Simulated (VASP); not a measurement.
MgO: single point with LDA

MgO:

```
CELL_PARAMETERS angstrom
2.97668 0.00000 0.00000
-1.48834 2.57788 0.00000
0.00000 0.00000 2.71494
ATOMIC_POSITIONS crystal
Mg 0.00000 0.00000 0.00000
O 0.33333 0.66667 0.50000
```

This cell differs from its parent crystal: volume scaled by 1.04.

```yaml
Program: VASP 6.6.1
Task: single point
Functional: LDA
Potentials_or_basis: VASP PAW LDA potentials, release 64 (Mg, O)
Cutoff: 520 eV
k_mesh: 10 × 10 × 10
Occupations: fermi-dirac, width 0.05 eV
Spin: no spin polarisation
```

The pressure is -15.2 GPa. The band gap on the k mesh is 2.67 eV, indirect (least direct gap 3.06 eV).

Stress tensor (GPa, compression positive):
```
-14.32   0.00   0.00
  0.00 -14.32   0.00
  0.00   0.00 -16.97
```

Levels at points of the mesh, in eV from the valence-band top:
| k point | band 1 | band 2 | band 3 | band 4 | band 5 | band 6 | band 7 | band 8 | band 9 |
| --- | --- | --- | --- | --- | --- | --- | --- | --- | --- |
| (0.00, 0.00, 0.00) | -16.95 | -0.57 | -0.57 | -0.39 | 2.67 | 11.51 | 14.98 | 14.98 | 19.21 |
| (0.50, 0.00, 0.00) | -15.95 | -4.76 | -1.27 | -0.04 | 6.26 | 9.93 | 12.63 | 16.95 | 18.20 |
| (0.00, 0.00, 0.50) | -15.91 | -5.23 | -0.07 | -0.07 | 7.82 | 8.56 | 17.03 | 17.03 | 17.98 |
| (0.50, 0.00, 0.50) | -15.21 | -3.61 | -3.25 | -0.78 | 5.51 | 10.95 | 13.20 | 14.22 | 14.55 |

Run time: 30 s on 1 thread of Intel Xeon 8259CL, on a shared host, peak memory 0.14 GiB.

 A k mesh can miss the band edges.
